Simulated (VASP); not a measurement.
# Sn (Fd-3m) in VASP: single point with PBE+D3(BJ)

Aim: the single point of Sn with PBE+D3(BJ).

All numbers are computed with VASP 6.6.1; they aren't measurements. Logs are shortened: lines on timing, memory, paths and dates and some standing lists are left out, and cuts for length are marked.

**1. The cell of the first run**

Symmetry: Fd-3m, No. 227, cubic system. Conventional cell: a = 6.575 Å, b = 6.575 Å, c = 6.575 Å, α = 90.00°, β = 90.00°, γ = 90.00°. Within 3.8 Å of Sn (site symmetry -43m) lie 4 Sn at 2.85 Å.

**2. Single point, PBE+D3(BJ)**

Contents of INCAR:

```
ALGO     = Fast           # electronic algorithm
EDIFF    = 1E-6           # SCF threshold, eV
ENCUT    = 520            # plane-wave cutoff, eV
GGA      = PE             # functional
ISIF     = 2              # what is computed and relaxed
ISMEAR   = 0              # smearing method
IVDW     = 12             # dispersion correction
LASPH    = T              # aspherical terms in the spheres
LCHARG   = F              # write CHGCAR
LREAL    = F              # projectors in reciprocal space
LWAVE    = F              # write WAVECAR
NBANDS   = 21             # bands
NELM     = 80             # most SCF steps
PREC     = Accurate       # precision mode
SIGMA    = 0.1            # smearing width, eV
```

Contents of KPOINTS:

```
k-points
0
Gamma
  12 12 12
```

Contents of POSCAR:

```
Sn
1.0
    0.0000000000      3.2876474955      3.2876474955
    3.2876474955      0.0000000000      3.2876474955
    3.2876474955      3.2876474955      0.0000000000
Sn
2
Direct
    0.0000000000      0.0000000000      0.0000000000
    0.2500000000      0.2500000000      0.2500000000
```

Potentials or basis: VASP PAW PBE potentials, release 64 (Sn_d).

On the command line:

```console
$ cat potpaw_PBE.64/Sn_d/POTCAR > POTCAR
$ mpirun -np 1 vasp_std > vasp.out
```

OUTCAR:

```text
EDIFF = 1E-6
   ENCUT = 520
   GGA = PE
   ISIF = 2
   ISMEAR = 0
   IVDW = 12
   LASPH = T
   LREAL = F
   NELM = 80
   PREC = Accurate
 IVDW          = 12

 ion  position               nearest neighbor table
   1  0.000  0.000  0.000-   2 2.85   2 2.85   2 2.85   2 2.85
   2  0.250  0.250  0.250-   1 2.85   1 2.85   1 2.85   1 2.85

  LATTYP: Found a face centered cubic cell.
 ALAT       =     6.5752949910

  Lattice vectors:

 A1 = (   0.0000000000,   3.2876474955,   3.2876474955)
 A2 = (   3.2876474955,   0.0000000000,   3.2876474955)
 A3 = (   3.2876474955,   3.2876474955,   0.0000000000)

Analysis of symmetry for initial positions (statically):
=====================================================================
 Subroutine PRICEL returns:
 Original cell was already a primitive cell.

 Routine SETGRP: Setting up the symmetry group for a
 face centered cubic supercell.

 Subroutine GETGRP returns: Found 48 space group operations
 (whereof 24 operations were pure point group operations)
 out of a pool of 48 trial point group operations.

The static configuration has the point symmetry T_d .
 The point group associated with its full space group is O_h .

Analysis of symmetry for dynamics (positions and initial velocities):
=====================================================================
 Subroutine PRICEL returns:
 Original cell was already a primitive cell.

 Routine SETGRP: Setting up the symmetry group for a
 face centered cubic supercell.

 Subroutine GETGRP returns: Found 48 space group operations
 (whereof 24 operations were pure point group operations)
 out of a pool of 48 trial point group operations.

The dynamic configuration has the point symmetry T_d .
 The point group associated with its full space group is O_h .

 Subroutine INISYM returns: Found 48 space group operations
 (whereof 24 operations are pure point group operations),
 and found     1 'primitive' translations

----------------------------------------------------------------------------------------

                                     Primitive cell

  volume of cell :      71.0699

  direct lattice vectors                    reciprocal lattice vectors
     0.000000000  3.287647495  3.287647495    -0.152084431  0.152084431  0.152084431
     3.287647495  0.000000000  3.287647495     0.152084431 -0.152084431  0.152084431
     3.287647495  3.287647495  0.000000000     0.152084431  0.152084431 -0.152084431

  length of vectors
     4.649435676  4.649435676  4.649435676     0.263417962  0.263417962  0.263417962

  position of ions in fractional coordinates (direct lattice)
     0.000000000  0.000000000  0.000000000
     0.250000000  0.250000000  0.250000000

  ion indices of the primitive-cell ions
   primitive index   ion index
                 1           1
                 2           2

----------------------------------------------------------------------------------------

 KPOINTS: k-points

Automatic generation of k-mesh.
 Grid dimensions read from file:
 generate k-points for:   12   12   12

 Generating k-lattice:

  Cartesian coordinates                     Fractional coordinates (reciprocal lattice)
    -0.012673703  0.012673703  0.012673703     0.083333333  0.000000000  0.000000000
     0.012673703 -0.012673703  0.012673703     0.000000000  0.083333333  0.000000000
     0.012673703  0.012673703 -0.012673703     0.000000000  0.000000000  0.083333333

  Length of vectors
     0.021951497  0.021951497  0.021951497

  Shift w.r.t. Gamma in fractional coordinates (k-lattice)
     0.000000000  0.000000000  0.000000000

 Subroutine IBZKPT returns following result:
 ===========================================

 Found     72 irreducible k-points:

 Following reciprocal coordinates:
            Coordinates               Weight
  0.000000  0.000000  0.000000      1.000000
  0.083333  0.000000  0.000000      8.000000
  0.166667  0.000000  0.000000      8.000000
  0.250000  0.000000  0.000000      8.000000
  0.333333  0.000000  0.000000      8.000000
  0.416667  0.000000  0.000000      8.000000
[... 16 lines left out ...]
  0.500000  0.166667  0.000000     24.000000
 -0.416667  0.166667  0.000000     24.000000
 [... further k-points ...]
   k-points           NKPTS =     72   k-points in BZ     NKDIM =     72   number of bands    NBANDS=     21
   number of dos      NEDOS =    301   number of ions     NIONS =      2
   total plane-waves  NPLWV =  46656
   dimension x,y,z NGX =    36 NGY =   36 NGZ =   36
   dimension x,y,z NGXF=    72 NGYF=   72 NGZF=   72
   ions per type =               2
   NGX,Y,Z   is equivalent  to a cutoff of  12.87, 12.87, 12.87 a.u.
   NGXF,Y,Z  is equivalent  to a cutoff of  25.74, 25.74, 25.74 a.u.
 SYSTEM =  unknown system
   PREC   = accura    normal or accurate (medium, high low for compatibility)
   ISTART =      0    job   : 0-new  1-cont  2-samecut
   ICHARG =      2    charge: 1-file 2-atom 10-const
   ISPIN  =      1    spin polarized calculation?
   LNONCOLLINEAR =      F non collinear calculations
   LSORBIT =      F    spin-orbit coupling
   LASPH  =      T    aspherical Exc in radial PAW
   ENCUT  =  520.0 eV  38.22 Ry    6.18 a.u.   8.64  8.64  8.64*2*pi/ulx,y,z
   NELM   =     80;   NELMIN=  2; NELMDL= -5     # of ELM steps
   EDIFF  = 0.1E-05   stopping-criterion for ELM
   LREAL  =      F    real-space projection
   EDIFFG = 0.1E-04   stopping-criterion for IOM
   NSW    =      0    number of steps for IOM
   IBRION =     -1    ionic relax: 0-MD 1-quasi-New 2-CG
   NFREE  =      0    steps in history (QN), initial steepest desc. (CG)
   ISIF   =      2    stress and relaxation
   ISYM   =      2    0-nonsym 1-usesym 2-fastsym
   POTIM  = 0.5000    time-step for ionic-motion
   TEBEG  =    0.0;   TEEND  =   0.0 temperature during run
   PSTRESS=    0.0 pullay stress
   NELECT =      28.0000    total number of electrons
   NUPDOWN=      -1.0000    fix difference up-down
   EMIN   =  10.00;   EMAX   =-10.00  energy-range for DOS
   EFERMI =   0.00;   METHOD = LEGACY
   ISMEAR =     0;   SIGMA  =   0.10  broadening in eV -4-tet -1-fermi 0-gaus
   EFERMI_NEDOS =   21; number of points for ismear=-14 and -15
   IALGO  =     68    algorithm
   IMIX   =      4    mixing-type and parameters
     AMIX     =   0.40;   BMIX     =  1.00
     AMIX_MAG =   1.60;   BMIX_MAG =  1.00
  volume/ion in A,a.u.               =      35.53       239.80
  Fermi-wavevector in a.u.,A,eV,Ry     =   1.200141  2.267938 19.596993  1.440338
  Thomas-Fermi vector in A             =   2.335985
   LORBIT       =      0    0 simple, 1 ext, 2 COOP (PROOUT), +10 PAW based schemes
   GGA     = PE    functional components
   LHFCALC =     F    Hartree Fock is set to
   AEXX    =    0.0000 exact exchange contribution
   IVDW    =    12    specifies the selected vdW correction
   LEPSILON=     F    determine dielectric tensor
   LRPA    =     F    only Hartree local field effects (RPA)
 non-spin polarized calculation
 RMM-DIIS sequential band-by-band and
 Gauss-broadening in eV      SIGMA  =   0.10
  energy-cutoff  :      520.00
  volume of cell :       71.07
 maximum number of plane-waves:      1936
   NGX = 17   NGY = 17   NGZ = 17

 number of electron      27.9999985 magnetization

 Free energy of the ion-electron system (eV)
  ---------------------------------------------------
  ext. energy  EPLUGINS =         0.00000000
  ---------------------------------------------------
  free energy    TOTEN  =        -7.68203677 eV

  energy without entropy =       -7.68081240  energy(sigma->0) =       -7.68142459

 E-fermi :   5.2245     XC(G=0):  -8.7048

 val. band max:        5.1945621487   @ k =   0.4167   0.0000   0.0000
 cond. band min:       5.3184590490   @ k =   0.0000   0.0000   0.0000
 fundamental gap:      0.1238969004
 Fermi energy:         5.2244722176

 k-point     1 :       0.0000    0.0000    0.0000
  band No.  band energies     occupation
      1     -16.3786      2.00000
      2     -16.3786      2.00000
      3     -16.3786      2.00000
      4     -16.3243      2.00000
      5     -16.3243      2.00000
      6     -16.0461      2.00000
[... 13 lines left out ...]
     20      13.0999      0.00000
     21      13.1000      0.00000

 k-point     2 :       0.0833    0.0000    0.0000
  band No.  band energies     occupation
      1     -16.3835      2.00000
      2     -16.3835      2.00000
      3     -16.3771      2.00000
      4     -16.3175      2.00000
      5     -16.3175      2.00000
      6     -16.0596      2.00000
[... 13 lines left out ...]
     20      12.5451      0.00000
     21      12.5451      0.00000

 k-point     3 :       0.1667    0.0000    0.0000
  band No.  band energies     occupation
      1     -16.3931      2.00000
      2     -16.3931      2.00000
      3     -16.3727      2.00000
      4     -16.3033      2.00000
      5     -16.3033      2.00000
      6     -16.0748      2.00000
[... 13 lines left out ...]
     20      12.1100      0.00000
     21      12.1100      0.00000

 k-point     4 :       0.2500    0.0000    0.0000
  band No.  band energies     occupation
      1     -16.4015      2.00000
      2     -16.4015      2.00000
      3     -16.3666      2.00000
      4     -16.2889      2.00000
      5     -16.2889      2.00000
      6     -16.0875      2.00000
[... 13 lines left out ...]
     20      12.0737      0.00000
     21      12.0737      0.00000

 k-point     5 :       0.3333    0.0000    0.0000
  band No.  band energies     occupation
      1     -16.4073      2.00000
      2     -16.4073      2.00000
      3     -16.3603      2.00000
      4     -16.2780      2.00000
      5     -16.2780      2.00000
      6     -16.0962      2.00000
[... 13 lines left out ...]
     20      12.5000      0.00000
     21      12.5000      0.00000
[... 382 lines left out ...]
     20      12.8475      0.00000
     21      13.4800      0.00000

 k-point    22 :       0.4167    0.1667    0.0000
  band No.  band energies     occupation
      1     -16.4261      2.00000
      2     -16.4117      2.00000
      3     -16.3445      2.00000
      4     -16.2654      2.00000
      5     -16.2401      2.00000
      6     -16.1529      2.00000
[... 13 lines left out ...]
     20      13.3118      0.00000
     21      14.0190      0.00000

 k-point    23 :       0.5000    0.1667    0.0000
  band No.  band energies     occupation
      1     -16.4316      2.00000
      2     -16.4160      2.00000
      3     -16.3306      2.00000
      4     -16.2540      2.00000
      5     -16.2437      2.00000
      6     -16.1453      2.00000
[... 13 lines left out ...]
     20      13.7672      0.00000
     21      14.0143      0.00000

 k-point    24 :      -0.4167    0.1667    0.0000
  band No.  band energies     occupation
      1     -16.4322      2.00000
      2     -16.4185      2.00000
      3     -16.3239      2.00000
      4     -16.2547      2.00000
      5     -16.2461      2.00000
      6     -16.1283      2.00000
[... 13 lines left out ...]
     20      12.9896      0.00000
     21      13.1971      0.00000

 [... further k-points ...]

------------------------ aborting loop because EDIFF is reached ----------------------------------------

 Edisp (eV)   -0.58857

 E8    (eV) :    -0.2846

  FORCE on cell =-STRESS in cart. coord.  units (eV):
  Direction    XX          YY          ZZ          XY          YZ          ZX
  --------------------------------------------------------------------------------------
  -------------------------------------------------------------------------------------
  Total      -0.04347    -0.04347    -0.04347     0.00000     0.00000     0.00000
  in kB      -0.97993    -0.97993    -0.97993     0.00000     0.00000     0.00000
  external pressure =       -0.98 kB  Pullay stress =        0.00 kB

 VOLUME and BASIS-vectors are now :
 -----------------------------------------------------------------------------
  energy-cutoff  :      520.00
  volume of cell :       71.07
      direct lattice vectors                 reciprocal lattice vectors
     0.000000000  3.287647495  3.287647495    -0.152084431  0.152084431  0.152084431
     3.287647495  0.000000000  3.287647495     0.152084431 -0.152084431  0.152084431
     3.287647495  3.287647495  0.000000000     0.152084431  0.152084431 -0.152084431

 POSITION                                       TOTAL-FORCE (eV/Angst)
 -----------------------------------------------------------------------------------
      0.00000      0.00000      0.00000        -0.000000     -0.000000     -0.000000
      1.64382      1.64382      1.64382         0.000000      0.000000      0.000000
 -----------------------------------------------------------------------------------
    total drift:                                0.000000      0.000000      0.000000

  FREE ENERGIE OF THE ION-ELECTRON SYSTEM (eV)
  ---------------------------------------------------
  free  energy   TOTEN  =        -8.2706051731 eV

  energy  without entropy=       -8.2693808052  energy(sigma->0) =       -8.26999299
```

Run time: 35 s. Hardware: 1 thread of Intel Xeon 6975P-C (Granite Rapids), shared host; peak memory 0.26 GiB.

Results:

- Free energy: -8.2706 eV
- Pressure: -0.1 GPa
- Band gap on the k mesh: zero (band 14 reaches 5.32 eV, above the bottom of band 15 at 5.15 eV)
- Dispersion energy per atom: -0.294 eV

Caveat: spin-orbit coupling is left out, which moves the levels of the heavy elements; pairwise dispersion overbinds metals, which lowers pressure and volume.
